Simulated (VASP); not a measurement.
Runs of VASP 6.6.1 on KF. The structure is that of space group P6_3/mmc (No. 194), or close to it. The cells are those of the table. 

```csv
task,level,potentials or basis,cell,k mesh,cutoff (eV),smearing,gap on the mesh (eV),pressure (GPa),relaxed volume (Å³/atom)
single point,r2SCAN,"VASP PAW PBE potentials, release 64 (K_sv, F)","a = 4.485, b = 4.485, c = 5.272 Å, angles 90.0, 90.0, 120.0°, 4 atoms",6 × 6 × 6,520,gaussian 0.01 eV,5.95,0.0,-
single point,PBE,"VASP PAW PBE potentials, release 64 (K_sv, F)","a = 4.485, b = 4.485, c = 5.272 Å, angles 90.0, 90.0, 120.0°, 4 atoms",6 × 6 × 6,520,fermi-dirac 0.02 eV,5.37,1.3,-
dielectric tensor,PBE,"VASP PAW PBE potentials, release 64 (K_sv, F)","a = 4.485, b = 4.485, c = 5.272 Å, angles 90.0, 90.0, 120.0°, 4 atoms",6 × 6 × 4,520,gaussian 0.01 eV,5.37,-,-
relaxation of cell and atoms,PBE,"VASP PAW PBE potentials, release 64 (K_sv, F)","relaxed from a = 4.007, b = 4.007, c = 5.009 Å, angles 90.0, 90.0, 120.0°, 4 atoms",6 × 6 × 6,600,fermi-dirac 0.02 eV,(a),0.0,23.82
single point,PBE,"VASP PAW PBE potentials, release 64 (K_sv, F)","a = 4.546, b = 4.546, c = 5.376 Å, angles 90.0, 90.0, 120.0°, 4 atoms",6 × 6 × 6,520,fermi-dirac 0.02 eV,5.23,0.0,-
single point,PBEsol,"VASP PAW PBE potentials, release 64 (K_sv, F)","a = 4.468, b = 4.468, c = 5.260 Å, angles 90.0, 90.0, 120.0°, 4 atoms",6 × 6 × 4,520,fermi-dirac 0.02 eV,5.44,0.0,-
single point,r2SCAN,"VASP PAW PBE potentials, release 64 (K_sv, F)","a = 4.485, b = 4.485, c = 5.272 Å, angles 90.0, 90.0, 120.0°, 4 atoms",6 × 6 × 4,520,fermi-dirac 0.02 eV,5.95,0.0,-
relaxation of cell and atoms,PBEsol,"VASP PAW PBE potentials, release 64 (K_sv, F)","relaxed from a = 4.546, b = 4.546, c = 5.376 Å, angles 90.0, 90.0, 120.0°, 4 atoms",6 × 6 × 4,600,fermi-dirac 0.02 eV,5.44,0.0,(b)
single point,LDA,"VASP PAW LDA potentials, release 64 (K_sv, F)","a = 4.485, b = 4.485, c = 5.272 Å, angles 90.0, 90.0, 120.0°, 4 atoms",6 × 6 × 6,520,gaussian 0.01 eV,5.13,-2.3,-
```

Alike in all rows: no spin polarisation.

Task: Estimate the missing entries.

Result: (a) 5.27; (b) 22.73.

Caveats: the PAW data sets were made with another functional, which shifts forces and pressure a little (some runs); the volume moved by over 15 % at a fixed basis, so the end points are rough (some runs).

A k mesh can miss the band edges.
